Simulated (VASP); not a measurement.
# AlN (P6_3mc) in VASP: single point with LDA

Aim: the single point of AlN with LDA.

Program: VASP 6.6.1. These are calculated values, not measurements. Logs are shortened: lines on timing, memory, paths and dates and some standing lists are left out, and cuts for length are marked.

## (1) The cell of the first run

The structure is hexagonal, space group P6_3mc (No. 186). Conventional cell: a = 3.089 Å, b = 3.089 Å, c = 4.943 Å, α = 90.00°, β = 90.00°, γ = 120.00°. Within 2.5 Å of Al (site symmetry 3m) lie 4 N at 1.88 to 1.89 Å. Within 2.5 Å of N (site symmetry 3m) lie 4 Al at 1.88 to 1.89 Å.

## (2) Single point, LDA

Input file INCAR:

```
SYSTEM = AlN
ALGO = Normal ; EDIFF = 1E-6
ENCUT = 520 ; GGA = CA
ISIF = 2 ; ISMEAR = 0
LASPH = .True. ; LCHARG = .False.
LREAL = .False. ; LWAVE = .False.
NBANDS = 16 ; NELM = 60
PREC = Accurate ; SIGMA = 0.02
```

Input file KPOINTS:

```
k-points
0
Gamma
  12 12 6
  0 0 0
```

Input file POSCAR:

```
AlN
1.0
    3.0887789116      0.0000000000      0.0000000000
   -1.5443894558      2.6749610042      0.0000000000
    0.0000000000      0.0000000000      4.9433095526
Al N
2 2
Direct
    0.6666666667      0.3333333333      0.4990090971
    0.3333333333      0.6666666667      0.9990090971
    0.6666666667      0.3333333333      0.8809909029
    0.3333333333      0.6666666667      0.3809909029
```

Potentials or basis: VASP PAW LDA potentials, release 64 (Al, N).

Launch:

```bash
$ cat potpaw_LDA.64/Al/POTCAR potpaw_LDA.64/N/POTCAR > POTCAR
$ mpirun -np 1 vasp_std > vasp.out
```

OUTCAR:

```text
SYSTEM = AlN
   EDIFF = 1E-6
   ENCUT = 520
   GGA = CA
   ISIF = 2
   ISMEAR = 0
   LASPH = .True.
   LREAL = .False.
   NELM = 60
   PREC = Accurate

 ion  position               nearest neighbor table
   1  0.667  0.333  0.499-   4 1.88   4 1.88   4 1.88   3 1.89   2 3.05   2 3.05   2 3.05   2 3.05
                             2 3.05   2 3.05
   2  0.333  0.667  0.999-   3 1.88   3 1.88   3 1.88   4 1.89   1 3.05   1 3.05   1 3.05   1 3.05
                             1 3.05   1 3.05
   3  0.667  0.333  0.881-   2 1.88   2 1.88   2 1.88   1 1.89
   4  0.333  0.667  0.381-   1 1.88   1 1.88   1 1.88   2 1.89

  LATTYP: Found a hexagonal cell.
 ALAT       =     3.0887789116
 C/A-ratio  =     1.6004089946

  Lattice vectors:

 A1 = (   3.0887789116,   0.0000000000,   0.0000000000)
 A2 = (  -1.5443894558,   2.6749610042,   0.0000000000)
 A3 = (   0.0000000000,   0.0000000000,   4.9433095526)

Analysis of symmetry for initial positions (statically):
=====================================================================
 Subroutine PRICEL returns:
 Original cell was already a primitive cell.

 Routine SETGRP: Setting up the symmetry group for a
 hexagonal supercell.

 Subroutine GETGRP returns: Found 12 space group operations
 (whereof  6 operations were pure point group operations)
 out of a pool of 24 trial point group operations.

The static configuration has the point symmetry C_3v.
 The point group associated with its full space group is C_6v.

Analysis of symmetry for dynamics (positions and initial velocities):
=====================================================================
 Subroutine PRICEL returns:
 Original cell was already a primitive cell.

 Routine SETGRP: Setting up the symmetry group for a
 hexagonal supercell.

 Subroutine GETGRP returns: Found 12 space group operations
 (whereof  6 operations were pure point group operations)
 out of a pool of 24 trial point group operations.

The dynamic configuration has the point symmetry C_3v.
 The point group associated with its full space group is C_6v.

 Subroutine INISYM returns: Found 12 space group operations
 (whereof  6 operations are pure point group operations),
 and found     1 'primitive' translations

----------------------------------------------------------------------------------------

                                     Primitive cell

  volume of cell :      40.8434

  direct lattice vectors                    reciprocal lattice vectors
     3.088778912  0.000000000  0.000000000     0.323752534  0.186918613  0.000000000
    -1.544389456  2.674961004  0.000000000     0.000000000  0.373837225  0.000000000
     0.000000000  0.000000000  4.943309553     0.000000000  0.000000000  0.202293623

  length of vectors
     3.088778912  3.088778912  4.943309553     0.373837225  0.373837225  0.202293623

  position of ions in fractional coordinates (direct lattice)
     0.666666667  0.333333333  0.499009097
     0.333333333  0.666666667  0.999009097
     0.666666667  0.333333333  0.880990903
     0.333333333  0.666666667  0.380990903

  ion indices of the primitive-cell ions
   primitive index   ion index
                 1           1
                 2           2
                 3           3
                 4           4

----------------------------------------------------------------------------------------

 KPOINTS: k-points

Automatic generation of k-mesh.
 Grid dimensions read from file:
 generate k-points for:   12   12    6

 Generating k-lattice:

  Cartesian coordinates                     Fractional coordinates (reciprocal lattice)
     0.026979378  0.015576551  0.000000000     0.083333333  0.000000000  0.000000000
     0.000000000  0.031153102  0.000000000     0.000000000  0.083333333  0.000000000
     0.000000000  0.000000000  0.033715604     0.000000000  0.000000000  0.166666667

  Length of vectors
     0.031153102  0.031153102  0.033715604

  Shift w.r.t. Gamma in fractional coordinates (k-lattice)
     0.000000000  0.000000000  0.000000000

 Subroutine IBZKPT returns following result:
 ===========================================

 Found     76 irreducible k-points:

 Following reciprocal coordinates:
            Coordinates               Weight
  0.000000  0.000000  0.000000      1.000000
  0.083333 -0.000000  0.000000      6.000000
  0.166667 -0.000000  0.000000      6.000000
  0.250000 -0.000000  0.000000      6.000000
  0.333333 -0.000000  0.000000      6.000000
  0.416667 -0.000000  0.000000      6.000000
[... 16 lines left out ...]
  0.250000 -0.000000  0.166667     12.000000
  0.333333 -0.000000  0.166667     12.000000
 [... further k-points ...]
   k-points           NKPTS =     76   k-points in BZ     NKDIM =     76   number of bands    NBANDS=     16
   number of dos      NEDOS =    301   number of ions     NIONS =      4
   total plane-waves  NPLWV =  23040
   dimension x,y,z NGX =    24 NGY =   24 NGZ =   40
   dimension x,y,z NGXF=    48 NGYF=   48 NGZF=   80
   ions per type =               2   2
   NGX,Y,Z   is equivalent  to a cutoff of  12.92, 12.92, 13.45 a.u.
   NGXF,Y,Z  is equivalent  to a cutoff of  25.83, 25.83, 26.90 a.u.
 SYSTEM =  AlN
   PREC   = accura    normal or accurate (medium, high low for compatibility)
   ISTART =      0    job   : 0-new  1-cont  2-samecut
   ICHARG =      2    charge: 1-file 2-atom 10-const
   ISPIN  =      1    spin polarized calculation?
   LNONCOLLINEAR =      F non collinear calculations
   LSORBIT =      F    spin-orbit coupling
   LASPH  =      T    aspherical Exc in radial PAW
   ENCUT  =  520.0 eV  38.22 Ry    6.18 a.u.   5.74  5.74  9.19*2*pi/ulx,y,z
   NELM   =     60;   NELMIN=  2; NELMDL= -5     # of ELM steps
   EDIFF  = 0.1E-05   stopping-criterion for ELM
   LREAL  =      F    real-space projection
   EDIFFG = 0.1E-04   stopping-criterion for IOM
   NSW    =      0    number of steps for IOM
   IBRION =     -1    ionic relax: 0-MD 1-quasi-New 2-CG
   NFREE  =      0    steps in history (QN), initial steepest desc. (CG)
   ISIF   =      2    stress and relaxation
   ISYM   =      2    0-nonsym 1-usesym 2-fastsym
   POTIM  = 0.5000    time-step for ionic-motion
   TEBEG  =    0.0;   TEEND  =   0.0 temperature during run
   PSTRESS=    0.0 pullay stress
   NELECT =      16.0000    total number of electrons
   NUPDOWN=      -1.0000    fix difference up-down
   EMIN   =  10.00;   EMAX   =-10.00  energy-range for DOS
   EFERMI =   0.00;   METHOD = LEGACY
   ISMEAR =     0;   SIGMA  =   0.02  broadening in eV -4-tet -1-fermi 0-gaus
   EFERMI_NEDOS =   21; number of points for ismear=-14 and -15
   IALGO  =     38    algorithm
   IMIX   =      4    mixing-type and parameters
     AMIX     =   0.40;   BMIX     =  1.00
     AMIX_MAG =   1.60;   BMIX_MAG =  1.00
  volume/ion in A,a.u.               =      10.21        68.91
  Fermi-wavevector in a.u.,A,eV,Ry     =   1.197864  2.263634 19.522698  1.434878
  Thomas-Fermi vector in A             =   2.333768
   LORBIT       =      0    0 simple, 1 ext, 2 COOP (PROOUT), +10 PAW based schemes
   GGA     = CA    functional components
   LHFCALC =     F    Hartree Fock is set to
   AEXX    =    0.0000 exact exchange contribution
   IVDW    =     0    specifies the selected vdW correction
   LEPSILON=     F    determine dielectric tensor
   LRPA    =     F    only Hartree local field effects (RPA)
 non-spin polarized calculation
 Gauss-broadening in eV      SIGMA  =   0.02
  energy-cutoff  :      520.00
  volume of cell :       40.84
 maximum number of plane-waves:      1124
 NGX is ok and might be reduce to    24
   NGX = 11   NGY = 11   NGZ = 19

 number of electron      15.9999997 magnetization

 Free energy of the ion-electron system (eV)
  ---------------------------------------------------
  ext. energy  EPLUGINS =         0.00000000
  ---------------------------------------------------
  free energy    TOTEN  =       -32.84105881 eV

  energy without entropy =      -32.84105881  energy(sigma->0) =      -32.84105881

 E-fermi :   6.2845     XC(G=0): -11.3432

 val. band max:        6.1147103600   @ k =   0.0000   0.0000   0.0000
 cond. band min:      10.5377877128   @ k =   0.0000   0.0000   0.0000
 fundamental gap:      4.4230773528
 Fermi energy:         6.2844709378

 k-point     1 :       0.0000    0.0000    0.0000
  band No.  band energies     occupation
      1      -9.0585      2.00000
      2      -6.7646      2.00000
      3      -0.0396      2.00000
      4       5.2246      2.00000
      5       5.2246      2.00000
      6       5.8862      2.00000
[... 8 lines left out ...]
     15      19.2374      0.00000
     16      19.2374      0.00000

 k-point     2 :       0.0833   -0.0000    0.0000
  band No.  band energies     occupation
      1      -8.9656      2.00000
      2      -6.7110      2.00000
      3       0.0681      2.00000
      4       4.8031      2.00000
      5       5.1034      2.00000
      6       5.4806      2.00000
[... 8 lines left out ...]
     15      19.2858      0.00000
     16      19.3074      0.00000

 k-point     3 :       0.1667   -0.0000    0.0000
  band No.  band energies     occupation
      1      -8.6947      2.00000
      2      -6.5641      2.00000
      3       0.3857      2.00000
      4       3.7769      2.00000
      5       4.6039      2.00000
      6       4.8203      2.00000
[... 8 lines left out ...]
     15      18.4789      0.00000
     16      18.8674      0.00000

 k-point     4 :       0.2500   -0.0000    0.0000
  band No.  band energies     occupation
      1      -8.2709      2.00000
      2      -6.3687      2.00000
      3       0.8948      2.00000
      4       2.5764      2.00000
      5       3.6238      2.00000
      6       4.4966      2.00000
[... 8 lines left out ...]
     15      18.2508      0.00000
     16      19.3705      0.00000
[... 324 lines left out ...]
 k-point    22 :       0.1667   -0.0000    0.1667
  band No.  band energies     occupation
      1      -8.5882      2.00000
      2      -6.7672      2.00000
      3       0.7080      2.00000
      4       3.8509      2.00000
      5       4.3667      2.00000
      6       4.8788      2.00000
[... 8 lines left out ...]
     15      18.6315      0.00000
     16      19.0093      0.00000

 k-point    23 :       0.2500   -0.0000    0.1667
  band No.  band energies     occupation
      1      -8.1714      2.00000
      2      -6.5388      2.00000
      3       1.0584      2.00000
      4       2.7512      2.00000
      5       3.4316      2.00000
      6       4.5645      2.00000
[... 8 lines left out ...]
     15      18.5119      0.00000
     16      19.4402      0.00000

 k-point    24 :       0.3333   -0.0000    0.1667
  band No.  band energies     occupation
      1      -7.6594      2.00000
      2      -6.3289      2.00000
      3       1.0815      2.00000
      4       2.0972      2.00000
      5       2.6959      2.00000
      6       4.2905      2.00000
[... 8 lines left out ...]
     15      18.5792      0.00000
     16      20.4086      0.00000

 [... further k-points ...]

------------------------ aborting loop because EDIFF is reached ----------------------------------------

  FORCE on cell =-STRESS in cart. coord.  units (eV):
  Direction    XX          YY          ZZ          XY          YZ          ZX
  --------------------------------------------------------------------------------------
  -------------------------------------------------------------------------------------
  Total        0.1555719      0.1555719      0.1510352      0.0000000      0.0000000     -0.0000000
  in kB        6.1026666      6.1026666      5.9247022      0.0000000      0.0000000     -0.0000000
  external PRESSURE =       6.0433451 kB  Pullay stress =       0.0000000 kB

 VOLUME and BASIS-vectors are now :
 -----------------------------------------------------------------------------
  energy-cutoff  :      520.00
  volume of cell :       40.84
      direct lattice vectors                 reciprocal lattice vectors
     3.088778912  0.000000000  0.000000000     0.323752534  0.186918613  0.000000000
    -1.544389456  2.674961004  0.000000000     0.000000000  0.373837225  0.000000000
     0.000000000  0.000000000  4.943309553     0.000000000  0.000000000  0.202293623

 POSITION                                       TOTAL-FORCE (eV/Angst)
 -----------------------------------------------------------------------------------
      1.54439      0.89165      2.46676         0.000000      0.000000     -0.000595
     -0.00000      1.78331      4.93841         0.000000     -0.000000     -0.000595
      1.54439      0.89165      4.35501        -0.000000      0.000000      0.000595
     -0.00000      1.78331      1.88336         0.000000      0.000000      0.000595
 -----------------------------------------------------------------------------------
    total drift:                               -0.000000      0.000000     -0.000711

  FREE ENERGIE OF THE ION-ELECTRON SYSTEM (eV)
  ---------------------------------------------------
  free  energy   TOTEN  =       -32.8410588147 eV

  energy  without entropy=      -32.8410588147  energy(sigma->0) =      -32.84105881
```

It took 49 s on 1 thread of Intel Xeon 8259CL, shared host; peak memory 0.16 GiB.

Results:

* Free energy: -32.8411 eV
* Pressure: 0.6 GPa
* Band gap on the k mesh: 4.42 eV, direct

Levels at points of the mesh, in eV from the valence-band top:
```
           k point  band 5  band 6  band 7  band 8  band 9  band 10  band 11  band 12
(0.00, 0.00, 0.00)   -0.89   -0.23   -0.23    0.00    4.42     6.73    10.66    11.10
(0.50, 0.00, 0.00)   -3.44   -2.15   -1.84   -0.71    5.72     5.72     8.27    10.29
(0.00, 0.00, 0.50)   -0.57   -0.57   -0.57   -0.57    6.61     6.61    10.32    10.32
(0.50, 0.00, 0.50)   -1.51   -1.51   -1.40   -1.40    5.26     5.26     9.21     9.21
```

A k mesh can miss the band edges.
